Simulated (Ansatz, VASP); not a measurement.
## ZrB: VASP beside Ansatz

```
Zr B
1.0
     0.00000    2.36076    2.83196
     2.36076    0.00000    2.83196
     2.36076    2.36076    0.00000
Zr B
1 1
Cartesian
  0.0000 0.0000 0.0000
  2.3608 2.3608 2.8320
```

Alike in both runs: task single point; functional LDA; k mesh 18 × 18 × 18; occupations gaussian, width 0.15 eV; no spin polarisation.

```csv
,VASP,Ansatz
version,VASP 6.6.1,Ansatz 0.2.0
potentials or method,"VASP PAW LDA potentials, release 64 (Zr_sv, B), cutoff 520 eV","scalar-relativistic, plane waves, PAW"
valence electrons in the cell,15,15
```

|  | VASP | Ansatz | Ansatz less VASP |
| --- | --- | --- | --- |
| gap on the k mesh at the Fermi level (eV) | none | none | - |
| pressure (GPa) | -8.3 | -8.6 | -0.24 |
| traceless stress, the component that is largest in VASP (GPa) | -22.34 | -22.17 | +0.175 |

LDA's correlation is that of Perdew and Zunger in VASP and of Perdew and Wang (1992) in Ansatz. A gap of «none» marks a metal or a gap that the smearing closes.
